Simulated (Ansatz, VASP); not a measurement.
**SiC: VASP beside Ansatz**

```
Si C
1.0
     0.00000    2.17700    2.17700
     2.17700    0.00000    2.17700
     2.17700    2.17700    0.00000
Si C
1 1
Direct
  0.00000 0.00000 0.00000
  0.25000 0.25000 0.25000
```

Alike in both runs: task single point; functional PBE; k mesh 8 × 8 × 8; occupations gaussian, width 0.1 eV; no spin polarisation.

|  | VASP | Ansatz |
| --- | --- | --- |
| version | VASP 6.6.1 | Ansatz 0.2.0 |
| potentials or method | VASP PAW PBE potentials, release 64 (Si, C), cutoff 600 eV | scalar-relativistic, plane waves, PAW |
| valence electrons in the cell | 8 | 8 |

|  | VASP | Ansatz | Ansatz less VASP |
| --- | --- | --- | --- |
| gap on the k mesh at the Fermi level (eV) | 1.35 | 1.36 | +0.002 |
| least direct gap on the mesh (eV) | 4.54 | 4.55 | +0.003 |
| pressure (GPa) | 3.7 | 3.9 | +0.19 |
